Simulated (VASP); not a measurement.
# Mn (P6_3/mmc) in VASP: notebook, part 2 of 2

VASP 6.6.1. The steps go on from the part before.

## (4) Single point, PBEsol, collinear spin, ferromagnetic start (9.49 Å³/atom)

This run uses another cell than the first one, of 9.49 Å³/atom.

File INCAR:

```
SYSTEM = Mn
PREC = Accurate ; ENCUT = 520
EDIFF = 1E-6 ; ISMEAR = -1
SIGMA = 0.05 ; LREAL = .FALSE.
LASPH = .TRUE. ; NELM = 150
ALGO = Normal ; ISIF = 2
LWAVE = .FALSE. ; LCHARG = .TRUE.
ISPIN = 2 ; MAGMOM = 3 3
LORBIT = 11 ; LMAXMIX = 4
GGA = PS ; LELF = .TRUE.
LVHAR = .TRUE. ; NBANDS = 24
```

File KPOINTS:

```
regular mesh
0
G
  17 17 9
  0 0 0
```

File POSCAR:

```
Mn
1.0
    2.3842191064      0.0000000000      0.0000000000
   -1.1921095532      2.0647943143      0.0000000000
    0.0000000000      0.0000000000      3.8566530429
Mn
2
Direct
    0.3333333333      0.6666666667      0.2500000000
    0.6666666667      0.3333333333      0.7500000000
```

Potentials or basis: VASP PAW PBE potentials, release 64 (Mn_pv).

Command:

```
> cat potpaw_PBE.64/Mn_pv/POTCAR > POTCAR
> mpirun -np 1 vasp_std > vasp.out
```

OUTCAR:

```text
SYSTEM = Mn
   PREC = Accurate
   ENCUT = 520
   EDIFF = 1E-6
   ISMEAR = -1
   LREAL = .FALSE.
   LASPH = .TRUE.
   NELM = 150
   ISIF = 2
   ISPIN = 2
   LORBIT = 11
   GGA = PS

 ion  position               nearest neighbor table
   1  0.333  0.667  0.250-   2 2.37   2 2.37   2 2.37   2 2.37   2 2.37   2 2.37
   2  0.667  0.333  0.750-   1 2.37   1 2.37   1 2.37   1 2.37   1 2.37   1 2.37

  LATTYP: Found a hexagonal cell.
 ALAT       =     2.3842191064
 C/A-ratio  =     1.6175749253

  Lattice vectors:

 A1 = (   2.3842191064,   0.0000000000,   0.0000000000)
 A2 = (  -1.1921095532,   2.0647943143,   0.0000000000)
 A3 = (   0.0000000000,   0.0000000000,   3.8566530429)

Analysis of symmetry for initial positions (statically):
=====================================================================
 Subroutine PRICEL returns:
 Original cell was already a primitive cell.

 Routine SETGRP: Setting up the symmetry group for a
 hexagonal supercell.

 Subroutine GETGRP returns: Found 24 space group operations
 (whereof 12 operations were pure point group operations)
 out of a pool of 24 trial point group operations.

The static configuration has the point symmetry D_3d.
 The point group associated with its full space group is D_6h.

Analysis of symmetry for dynamics (positions and initial velocities):
=====================================================================
 Subroutine PRICEL returns:
 Original cell was already a primitive cell.

 Routine SETGRP: Setting up the symmetry group for a
 hexagonal supercell.

 Subroutine GETGRP returns: Found 24 space group operations
 (whereof 12 operations were pure point group operations)
 out of a pool of 24 trial point group operations.

The dynamic configuration has the point symmetry D_3d.
 The point group associated with its full space group is D_6h.

[... 153 lines left out ...]
 number of electron      25.9999974 magnetization       0.0000055

 Free energy of the ion-electron system (eV)
  ---------------------------------------------------
  ext. energy  EPLUGINS =         0.00000000
  ---------------------------------------------------
  free energy    TOTEN  =       -19.27767457 eV

  energy without entropy =      -19.25880028  energy(sigma->0) =      -19.26823743

 E-fermi :  12.0454     XC(G=0): -14.9618

 val. band max:       12.0453501970   @ k =   0.1765   0.0588   0.1111
 cond. band min:      12.0558856478   @ k =   0.3529   0.0588   0.2222
 fundamental gap:      0.0105354508
 Fermi energy:        12.0453604721

 spin component 1

 k-point     1 :       0.0000    0.0000    0.0000
  band No.  band energies     occupation
      1     -36.3248      1.00000
      2     -35.3258      1.00000
      3     -35.3258      1.00000
      4     -35.1727      1.00000
      5     -35.1727      1.00000
      6     -35.1564      1.00000
[... 637 lines left out ...]
     23      35.5702      0.00000
     24      37.2726      0.00000

 [... further k-points ...]

 spin component 2

 k-point     1 :       0.0000    0.0000    0.0000
  band No.  band energies     occupation
      1     -36.3248      1.00000
      2     -35.3258      1.00000
      3     -35.3258      1.00000
      4     -35.1727      1.00000
      5     -35.1727      1.00000
      6     -35.1564      1.00000
[... 637 lines left out ...]
     23      35.5702      0.00000
     24      37.2726      0.00000

 [... further k-points ...]

------------------------ aborting loop because EDIFF is reached ----------------------------------------

  FORCE on cell =-STRESS in cart. coord.  units (eV):
  Direction    XX          YY          ZZ          XY          YZ          ZX
  --------------------------------------------------------------------------------------
  -------------------------------------------------------------------------------------
  Total        3.7135188      3.7135188      3.6307421      0.0000000      0.0000000      0.0000000
  in kB      313.3738001    313.3738001    306.3884959      0.0000000      0.0000000      0.0000000
  external PRESSURE =     311.0453654 kB  Pullay stress =       0.0000000 kB

 VOLUME and BASIS-vectors are now :
 -----------------------------------------------------------------------------
  energy-cutoff  :      520.00
  volume of cell :       18.99
      direct lattice vectors                 reciprocal lattice vectors
     2.384219106  0.000000000  0.000000000     0.419424539  0.242154871  0.000000000
    -1.192109553  2.064794314  0.000000000     0.000000000  0.484309741  0.000000000
     0.000000000  0.000000000  3.856653043     0.000000000  0.000000000  0.259292186

 POSITION                                       TOTAL-FORCE (eV/Angst)
 -----------------------------------------------------------------------------------
     -0.00000      1.37653      0.96416        -0.000000     -0.000000      0.000000
      1.19211      0.68826      2.89249         0.000000      0.000000      0.000000
 -----------------------------------------------------------------------------------
    total drift:                               -0.000000      0.000000     -0.000000

  FREE ENERGIE OF THE ION-ELECTRON SYSTEM (eV)
  ---------------------------------------------------
  free  energy   TOTEN  =       -19.2776745734 eV

  energy  without entropy=      -19.2588002826  energy(sigma->0) =      -19.26823743

 total charge

# of ion       s       p       d       tot
------------------------------------------
    1        0.483   6.493   5.299  12.275
    2        0.483   6.493   5.299  12.275
--------------------------------------------------
tot          0.966  12.986  10.598  24.550

 magnetization (x)

# of ion       s       p       d       tot
------------------------------------------
    1        0.000   0.000   0.000   0.000
    2        0.000   0.000   0.000   0.000
--------------------------------------------------
tot          0.000   0.000   0.000   0.000
```

OSZICAR:

```text
N       E                     dE             d eps       ncg     rms          rms(c)
DAV:   1     0.240047281046E+03    0.24005E+03   -0.14439E+04 16368   0.158E+03
DAV:   2    -0.106871687057E+02   -0.25073E+03   -0.23871E+03 16168   0.403E+02
DAV:   3    -0.202679304463E+02   -0.95808E+01   -0.95350E+01 17688   0.885E+01
DAV:   4    -0.203358422967E+02   -0.67912E-01   -0.67907E-01 17680   0.737E+00
DAV:   5    -0.203366884159E+02   -0.84612E-03   -0.84612E-03 17840   0.839E-01    0.284E+01
DAV:   6    -0.190779101654E+02    0.12588E+01   -0.69826E+00 16704   0.386E+01    0.614E+00
DAV:   7    -0.192649915475E+02   -0.18708E+00   -0.21386E-01 17592   0.459E+00    0.414E+00
DAV:   8    -0.192831462045E+02   -0.18155E-01   -0.78876E-03 17584   0.111E+00    0.111E+00
DAV:   9    -0.192776273508E+02    0.55189E-02   -0.45076E-03 17904   0.742E-01    0.330E-01
DAV:  10    -0.192776801593E+02   -0.52808E-04   -0.95137E-04 16904   0.305E-01    0.130E-01
DAV:  11    -0.192776661685E+02    0.13991E-04   -0.14035E-04 16664   0.109E-01    0.401E-02
DAV:  12    -0.192776780642E+02   -0.11896E-04   -0.84011E-06 17984   0.285E-02    0.111E-02
DAV:  13    -0.192776765205E+02    0.15438E-05   -0.65866E-07 11648   0.647E-03    0.650E-03
DAV:  14    -0.192776744297E+02    0.20907E-05   -0.15274E-07  8272   0.374E-03    0.171E-03
DAV:  15    -0.192776745734E+02   -0.14366E-06   -0.34540E-08  8160   0.212E-03
   1 F= -.19277675E+02 E0= -.19268237E+02  d E =-.188743E-01  mag=     0.0000
```

stdout:

```text
POSCAR found type information on POSCAR Mn
 POSCAR found :  1 types and       2 ions
 scaLAPACK will be used
 -----------------------------------------------------------------------------
|                                                                             |
|                                                                             |
|     You enforced a specific xc type in the INCAR file but a different       |
|     I HOPE YOU KNOW WHAT YOU ARE DOING!                                     |
|                                                                             |
 -----------------------------------------------------------------------------

 LDA part: xc-table for (Slater+PW92), standard interpolation
 POSCAR, INCAR and KPOINTS ok, starting setup
 FFT: planning ... GRIDC
 FFT: planning ... GRID_SOFT
 FFT: planning ... GRID
 WAVECAR not read
 entering main loop
```

It took 86 s on 1 thread of Intel Xeon Platinum 8488C (Sapphire Rapids), shared host; peak memory 0.21 GiB.

What came out:

- Free energy: -19.2777 eV
- Pressure: 31.1 GPa
- Band gap on the k mesh: zero (filled and empty bands overlap)
- Net moment: 0.00 μB per cell
- Valence electrons inside the program's atomic spheres: Mn 12.28

Levels at points of the mesh, in eV from the Fermi level:
Spin up:
| k point | band 11 | band 12 | band 13 | band 14 | band 15 | band 16 |
| --- | --- | --- | --- | --- | --- | --- |
| (0.00, 0.00, 0.00) | -1.15 | -0.58 | -0.58 | 0.04 | 0.04 | 0.98 |
Spin down:
```tsv
k point	band 11	band 12	band 13	band 14	band 15	band 16
(0.00, 0.00, 0.00)	-1.15	-0.58	-0.58	0.04	0.04	0.98
```

Caveat: the cell stands under pressure; the moments typed at the start vanished in this run; the PAW data sets were made with another functional, which shifts forces and pressure a little.

## (5) Single point, PBEsol, collinear spin, ferromagnetic start (9.91 Å³/atom)

This run uses another cell than the first one, of 9.91 Å³/atom.

File INCAR:

```
PREC = Accurate ; ENCUT = 520
EDIFF = 1E-6 ; ISMEAR = -1
SIGMA = 0.05 ; LREAL = F
LASPH = T ; NELM = 150
ALGO = Normal ; ISIF = 2
LWAVE = F ; LCHARG = F
ISPIN = 2 ; MAGMOM = 3 3
LORBIT = 11 ; LMAXMIX = 4
GGA = PS ; NBANDS = 24
```

File KPOINTS:

```
regular mesh
0
Gamma
  17 17 9
```

File POSCAR:

```
Mn
1.0
    2.4182839817      0.0000000000      0.0000000000
   -1.2091419908      2.0942953617      0.0000000000
    0.0000000000      0.0000000000      3.9117555310
Mn
2
Direct
    0.3333333333      0.6666666667      0.2500000000
    0.6666666667      0.3333333333      0.7500000000
```

Potentials or basis: VASP PAW PBE potentials, release 64 (Mn_pv).

Command:

```
> cat potpaw_PBE.64/Mn_pv/POTCAR > POTCAR
> mpirun -np 1 vasp_std > vasp.out
```

OUTCAR:

```text
PREC = Accurate
   ENCUT = 520
   EDIFF = 1E-6
   ISMEAR = -1
   LREAL = F
   LASPH = T
   NELM = 150
   ISIF = 2
   ISPIN = 2
   LORBIT = 11
   GGA = PS

 ion  position               nearest neighbor table
   1  0.333  0.667  0.250-   2 2.40   2 2.40   2 2.40   2 2.40   2 2.40   2 2.40
   2  0.667  0.333  0.750-   1 2.40   1 2.40   1 2.40   1 2.40   1 2.40   1 2.40

  LATTYP: Found a hexagonal cell.
 ALAT       =     2.4182839817
 C/A-ratio  =     1.6175749253

  Lattice vectors:

 A1 = (   2.4182839817,   0.0000000000,   0.0000000000)
[... 1515 lines left out ...]
  external PRESSURE =     138.6268910 kB  Pullay stress =       0.0000000 kB

 VOLUME and BASIS-vectors are now :
 -----------------------------------------------------------------------------
  energy-cutoff  :      520.00
  volume of cell :       19.81
      direct lattice vectors                 reciprocal lattice vectors
     2.418283982  0.000000000  0.000000000     0.413516364  0.238743784  0.000000000
    -1.209141991  2.094295362  0.000000000     0.000000000  0.477487569  0.000000000
     0.000000000  0.000000000  3.911755531     0.000000000  0.000000000  0.255639697

 POSITION                                       TOTAL-FORCE (eV/Angst)
 -----------------------------------------------------------------------------------
     -0.00000      1.39620      0.97794        -0.000000     -0.000000      0.000000
      1.20914      0.69810      2.93382         0.000000      0.000000      0.000000
 -----------------------------------------------------------------------------------
    total drift:                               -0.000000      0.000000     -0.000000

  FREE ENERGIE OF THE ION-ELECTRON SYSTEM (eV)
  ---------------------------------------------------
  free  energy   TOTEN  =       -19.3922240758 eV

  energy  without entropy=      -19.3722681711  energy(sigma->0) =      -19.38224612

 total charge

# of ion       s       p       d       tot
------------------------------------------
    1        0.464   6.461   5.246  12.170
    2        0.464   6.461   5.246  12.170
--------------------------------------------------
tot          0.927  12.922  10.491  24.341

 magnetization (x)

# of ion       s       p       d       tot
------------------------------------------
    1        0.000   0.000   0.000   0.000
    2        0.000   0.000   0.000   0.000
--------------------------------------------------
tot          0.000   0.000   0.000   0.000
```

Wall time 84 s (1 thread of Intel Xeon Platinum 8488C (Sapphire Rapids), shared host); peak memory 0.22 GiB.

What came out:

* Free energy: -19.3922 eV
* Pressure: 13.9 GPa
* Band gap on the k mesh: zero (filled and empty bands overlap)
* Net moment: 0.00 μB per cell
* Valence electrons inside the program's atomic spheres: Mn 12.17

Caveat: the cell stands under pressure; the moments typed at the start vanished in this run; the PAW data sets were made with another functional, which shifts forces and pressure a little.
